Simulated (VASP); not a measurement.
Runs of VASP 6.6.1 on TcN2. The structure is that of space group Fm-3m (No. 225), or close to it. The cells are those of the table. 

```tsv
task	level	cell	cutoff (eV)	gap on the mesh (eV)	pressure (GPa)	relaxed volume (Å³/atom)
single point	r2SCAN+D4	a = 3.412 Å, angles 60.0°, 3 atoms	520	none	0.1	-
relaxation of cell and atoms	RPBE	relaxed from a = 3.457 Å, angles 60.0°, 3 atoms	600	none	0.0	(b)
relaxation of cell and atoms	PBE+D3(BJ)	relaxed from a = 3.457 Å, angles 60.0°, 3 atoms	600	none	0.0	(a)
relaxation of cell and atoms	r2SCAN+D4	relaxed from a = 3.457 Å, angles 60.0°, 3 atoms	600	none	0.0	9.37
single point	RPBE	a = 3.457 Å, angles 60.0°, 3 atoms	520	none	-0.7	-
```

Alike in all rows: potentials or basis VASP PAW PBE potentials, release 64 (Tc_pv, N); no spin polarisation; k mesh 10 × 10 × 10; smearing fermi-dirac 0.05 eV.

Q: Fill in the values left out.

A: (a) 9.39; (b) 9.71.

Caveats: an odd number of electrons without spin polarisation forces a metal; a magnetic or distorted state may lie lower; the PAW data sets were made with another functional, which shifts forces and pressure a little (at least some runs).

A k mesh can miss the band edges, and the runs leave out spin-orbit coupling on Tc.

A gap of «none» marks levels without a gap at the run's occupations.
